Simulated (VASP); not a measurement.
# CdGe3 (Pm-3m) in VASP: further runs

Runs on CdGe3. Level: PBE. Tasks: single point.

Everything below comes from runs of VASP 6.6.1. Logs are shortened: lines on timing, memory, paths and dates and some standing lists are left out, and cuts for length are marked.

## Step 1: The cell of the first run

Symmetry: Pm-3m, No. 221, cubic system. The conventional cell has a = 4.324 Å, b = 4.324 Å, c = 4.324 Å, α = 90.00°, β = 90.00°, γ = 90.00°. Cd (site symmetry m-3m) has 12 Ge at 3.06 Å within 4.0 Å. Ge (site symmetry 4/mmm) has 4 Cd at 3.06 Å and 8 Ge at 3.06 Å within 4.0 Å.

## Step 2: Single point, PBE

File INCAR:

```
SYSTEM = CdGe3
PREC = Accurate
ENCUT = 500
EDIFF = 1E-6
ISMEAR = -1
SIGMA = 0.05
LREAL = .FALSE.
LASPH = .TRUE.
NELM = 120
ALGO = Normal
ISIF = 2
LWAVE = .FALSE.
LCHARG = .FALSE.
GGA = PE
NBANDS = 35
GGA_COMPAT = .FALSE.
```

File KPOINTS:

```
regular mesh
0
G
  4 4 4
  0 0 0
```

File POSCAR:

```
CdGe3
1.0
    4.3244383271      0.0000000000      0.0000000000
    0.0000000000      4.3244383271      0.0000000000
    0.0000000000      0.0000000000      4.3244383271
Cd Ge
1 3
Direct
    0.0000000000      0.0000000000      0.0000000000
    0.0000000000      0.5000000000      0.5000000000
    0.5000000000      0.0000000000      0.5000000000
    0.5000000000      0.5000000000      0.0000000000
```

Potentials or basis: VASP PAW PBE potentials, release 64 (Cd, Ge_d).

The run is started by

```sh
> cat potpaw_PBE.64/Cd/POTCAR potpaw_PBE.64/Ge_d/POTCAR > POTCAR
> mpirun -np 1 vasp_std > vasp.out
```

OUTCAR:

```text
SYSTEM = CdGe3
   PREC = Accurate
   ENCUT = 500
   EDIFF = 1E-6
   ISMEAR = -1
   LREAL = .FALSE.
   LASPH = .TRUE.
   NELM = 120
   ISIF = 2
   GGA = PE

 ion  position               nearest neighbor table
   1  0.000  0.000  0.000-   2 3.06   3 3.06   4 3.06   2 3.06   3 3.06   2 3.06   4 3.06   2 3.06
                             3 3.06   4 3.06   3 3.06   4 3.06
   2  0.000  0.500  0.500-   1 3.06   1 3.06   1 3.06   1 3.06
   3  0.500  0.000  0.500-   1 3.06   1 3.06   1 3.06   1 3.06
   4  0.500  0.500  0.000-   1 3.06   1 3.06   1 3.06   1 3.06

  LATTYP: Found a simple cubic cell.
 ALAT       =     4.3244383271

  Lattice vectors:

 A1 = (   4.3244383271,   0.0000000000,   0.0000000000)
 A2 = (   0.0000000000,   4.3244383271,   0.0000000000)
 A3 = (   0.0000000000,   0.0000000000,   4.3244383271)

Analysis of symmetry for initial positions (statically):
=====================================================================
 Subroutine PRICEL returns:
 Original cell was already a primitive cell.

 Routine SETGRP: Setting up the symmetry group for a
 simple cubic supercell.

 Subroutine GETGRP returns: Found 48 space group operations
 (whereof 48 operations were pure point group operations)
 out of a pool of 48 trial point group operations.

The static configuration has the point symmetry O_h .

Analysis of symmetry for dynamics (positions and initial velocities):
=====================================================================
 Subroutine PRICEL returns:
 Original cell was already a primitive cell.

 Routine SETGRP: Setting up the symmetry group for a
 simple cubic supercell.

 Subroutine GETGRP returns: Found 48 space group operations
 (whereof 48 operations were pure point group operations)
 out of a pool of 48 trial point group operations.

The dynamic configuration has the point symmetry O_h .

 Subroutine INISYM returns: Found 48 space group operations
 (whereof 48 operations are pure point group operations),
 and found     1 'primitive' translations

----------------------------------------------------------------------------------------

                                     Primitive cell

  volume of cell :      80.8703

  direct lattice vectors                    reciprocal lattice vectors
     4.324438327  0.000000000  0.000000000     0.231243904  0.000000000  0.000000000
     0.000000000  4.324438327  0.000000000     0.000000000  0.231243904  0.000000000
     0.000000000  0.000000000  4.324438327     0.000000000  0.000000000  0.231243904

  length of vectors
     4.324438327  4.324438327  4.324438327     0.231243904  0.231243904  0.231243904

  position of ions in fractional coordinates (direct lattice)
     0.000000000  0.000000000  0.000000000
     0.000000000  0.500000000  0.500000000
     0.500000000  0.000000000  0.500000000
     0.500000000  0.500000000  0.000000000

  ion indices of the primitive-cell ions
   primitive index   ion index
                 1           1
                 2           2
                 3           3
                 4           4

----------------------------------------------------------------------------------------

 KPOINTS: regular mesh

Automatic generation of k-mesh.
 Grid dimensions read from file:
 generate k-points for:    4    4    4

 Generating k-lattice:

  Cartesian coordinates                     Fractional coordinates (reciprocal lattice)
     0.057810976  0.000000000  0.000000000     0.250000000  0.000000000  0.000000000
     0.000000000  0.057810976  0.000000000     0.000000000  0.250000000  0.000000000
     0.000000000  0.000000000  0.057810976     0.000000000  0.000000000  0.250000000

  Length of vectors
     0.057810976  0.057810976  0.057810976

  Shift w.r.t. Gamma in fractional coordinates (k-lattice)
     0.000000000  0.000000000  0.000000000

 Subroutine IBZKPT returns following result:
 ===========================================

 Found     10 irreducible k-points:

 Following reciprocal coordinates:
            Coordinates               Weight
  0.000000  0.000000  0.000000      1.000000
  0.250000  0.000000  0.000000      6.000000
  0.500000  0.000000  0.000000      3.000000
  0.250000  0.250000  0.000000     12.000000
  0.500000  0.250000  0.000000     12.000000
  0.500000  0.500000  0.000000      3.000000
  0.250000  0.250000  0.250000      8.000000
  0.500000  0.250000  0.250000     12.000000
  0.500000  0.500000  0.250000      6.000000
  0.500000  0.500000  0.500000      1.000000
   k-points           NKPTS =     10   k-points in BZ     NKDIM =     10   number of bands    NBANDS=     35
   number of dos      NEDOS =    301   number of ions     NIONS =      4
   total plane-waves  NPLWV =  32768
   dimension x,y,z NGX =    32 NGY =   32 NGZ =   32
   dimension x,y,z NGXF=    64 NGYF=   64 NGZF=   64
   ions per type =               1   3
   NGX,Y,Z   is equivalent  to a cutoff of  12.30, 12.30, 12.30 a.u.
   NGXF,Y,Z  is equivalent  to a cutoff of  24.60, 24.60, 24.60 a.u.
 SYSTEM =  CdGe3
   PREC   = accura    normal or accurate (medium, high low for compatibility)
   ISTART =      0    job   : 0-new  1-cont  2-samecut
   ICHARG =      2    charge: 1-file 2-atom 10-const
   ISPIN  =      1    spin polarized calculation?
   LNONCOLLINEAR =      F non collinear calculations
   LSORBIT =      F    spin-orbit coupling
   LASPH  =      T    aspherical Exc in radial PAW
   ENCUT  =  500.0 eV  36.75 Ry    6.06 a.u.   7.88  7.88  7.88*2*pi/ulx,y,z
   NELM   =    120;   NELMIN=  2; NELMDL= -5     # of ELM steps
   EDIFF  = 0.1E-05   stopping-criterion for ELM
   LREAL  =      F    real-space projection
   EDIFFG = 0.1E-04   stopping-criterion for IOM
   NSW    =      0    number of steps for IOM
   IBRION =     -1    ionic relax: 0-MD 1-quasi-New 2-CG
   NFREE  =      0    steps in history (QN), initial steepest desc. (CG)
   ISIF   =      2    stress and relaxation
   ISYM   =      2    0-nonsym 1-usesym 2-fastsym
   POTIM  = 0.5000    time-step for ionic-motion
   TEBEG  =    0.0;   TEEND  =   0.0 temperature during run
   PSTRESS=    0.0 pullay stress
   NELECT =      54.0000    total number of electrons
   NUPDOWN=      -1.0000    fix difference up-down
   EMIN   =  10.00;   EMAX   =-10.00  energy-range for DOS
   EFERMI =   0.00;   METHOD = LEGACY
   ISMEAR =    -1;   SIGMA  =   0.05  broadening in eV -4-tet -1-fermi 0-gaus
   EFERMI_NEDOS =   21; number of points for ismear=-14 and -15
   IALGO  =     38    algorithm
   IMIX   =      4    mixing-type and parameters
     AMIX     =   0.40;   BMIX     =  1.00
     AMIX_MAG =   1.60;   BMIX_MAG =  1.00
  volume/ion in A,a.u.               =      20.22       136.43
  Fermi-wavevector in a.u.,A,eV,Ry     =   1.430901  2.704012 27.857641  2.047479
  Thomas-Fermi vector in A             =   2.550696
   LORBIT       =      0    0 simple, 1 ext, 2 COOP (PROOUT), +10 PAW based schemes
   GGA     = PE    functional components
   LHFCALC =     F    Hartree Fock is set to
   AEXX    =    0.0000 exact exchange contribution
   IVDW    =     0    specifies the selected vdW correction
   LEPSILON=     F    determine dielectric tensor
   LRPA    =     F    only Hartree local field effects (RPA)
 non-spin polarized calculation
  energy-cutoff  :      500.00
  volume of cell :       80.87
 maximum number of plane-waves:      2103
 NGX is ok and might be reduce to    32
   NGX = 15   NGY = 15   NGZ = 15

 number of electron      53.9999882 magnetization

 Free energy of the ion-electron system (eV)
  ---------------------------------------------------
  ext. energy  EPLUGINS =         0.00000000
  ---------------------------------------------------
  free energy    TOTEN  =       -13.20728022 eV

  energy without entropy =      -13.17385604  energy(sigma->0) =      -13.19056813

 E-fermi :   5.1931     XC(G=0): -11.0606

 val. band max:        5.1577828012   @ k =   0.2500   0.2500   0.0000
 cond. band min:       5.4564810916   @ k =   0.5000   0.5000   0.0000
 fundamental gap:      0.2986982905
 Fermi energy:         5.1930530688

 k-point     1 :       0.0000    0.0000    0.0000
  band No.  band energies     occupation
      1     -19.3846      2.00000
      2     -19.3846      2.00000
      3     -19.3846      2.00000
      4     -19.3716      2.00000
      5     -19.3522      2.00000
      6     -19.3522      2.00000
[... 27 lines left out ...]
     34      12.5669      0.00000
     35      12.5669      0.00000

 k-point     2 :       0.2500    0.0000    0.0000
  band No.  band energies     occupation
      1     -19.3821      2.00000
      2     -19.3690      2.00000
      3     -19.3690      2.00000
      4     -19.3620      2.00000
      5     -19.3508      2.00000
      6     -19.3434      2.00000
[... 27 lines left out ...]
     34      13.0931      0.00000
     35      13.3027      0.00000

 k-point     3 :       0.5000    0.0000    0.0000
  band No.  band energies     occupation
      1     -19.3794      2.00000
      2     -19.3517      2.00000
      3     -19.3446      2.00000
      4     -19.3400      2.00000
      5     -19.3400      2.00000
      6     -19.3306      2.00000
[... 27 lines left out ...]
     34      11.1462      0.00000
     35      12.6592      0.00000
[... 191 lines left out ...]
 k-point     9 :       0.5000    0.5000    0.2500
  band No.  band energies     occupation
      1     -19.3561      2.00000
      2     -19.3561      2.00000
      3     -19.3553      2.00000
      4     -19.3487      2.00000
      5     -19.3456      2.00000
      6     -19.3453      2.00000
[... 27 lines left out ...]
     34      13.1545      0.00000
     35      14.7285      0.00000

 k-point    10 :       0.5000    0.5000    0.5000
  band No.  band energies     occupation
      1     -19.3616      2.00000
      2     -19.3562      2.00000
      3     -19.3562      2.00000
      4     -19.3562      2.00000
      5     -19.3544      2.00000
      6     -19.3544      2.00000
[... 27 lines left out ...]
     34      16.4203      0.00000
     35      16.4203      0.00000

------------------------ aborting loop because EDIFF is reached ----------------------------------------

  FORCE on cell =-STRESS in cart. coord.  units (eV):
  Direction    XX          YY          ZZ          XY          YZ          ZX
  --------------------------------------------------------------------------------------
  -------------------------------------------------------------------------------------
  Total        0.4809766      0.4809766      0.4809766      0.0000000     -0.0000000      0.0000000
  in kB        9.5289588      9.5289588      9.5289588      0.0000000     -0.0000000      0.0000000
  external PRESSURE =       9.5289588 kB  Pullay stress =       0.0000000 kB

 VOLUME and BASIS-vectors are now :
 -----------------------------------------------------------------------------
  energy-cutoff  :      500.00
  volume of cell :       80.87
      direct lattice vectors                 reciprocal lattice vectors
     4.324438327  0.000000000  0.000000000     0.231243904  0.000000000  0.000000000
     0.000000000  4.324438327  0.000000000     0.000000000  0.231243904  0.000000000
     0.000000000  0.000000000  4.324438327     0.000000000  0.000000000  0.231243904

 POSITION                                       TOTAL-FORCE (eV/Angst)
 -----------------------------------------------------------------------------------
      0.00000      0.00000      0.00000         0.000000      0.000000      0.000000
      0.00000      2.16222      2.16222         0.000000      0.000000      0.000000
      2.16222      0.00000      2.16222         0.000000      0.000000      0.000000
      2.16222      2.16222      0.00000         0.000000      0.000000      0.000000
 -----------------------------------------------------------------------------------
    total drift:                                0.000000     -0.000000     -0.000000

  FREE ENERGIE OF THE ION-ELECTRON SYSTEM (eV)
  ---------------------------------------------------
  free  energy   TOTEN  =       -13.2072802165 eV

  energy  without entropy=      -13.1738560421  energy(sigma->0) =      -13.19056813
```

Run time: 40 s. Hardware: 1 thread of Intel Xeon 8259CL, shared host; peak memory 0.18 GiB.

Results:

| Quantity | Value |
| --- | --- |
| Free energy | -13.2073 eV |
| Pressure | 1.0 GPa |
| Band gap on the k mesh | zero (bands 27 and 28 overlap by 3.78 eV) |

Caveat: the k points lie up to 0.36 Å⁻¹ apart, too coarse for converged energies and pressures of a metal.

(Part 1 of 2 ends here.)

The gap in the log of VASP goes by the Fermi energy; the results here count the filled bands.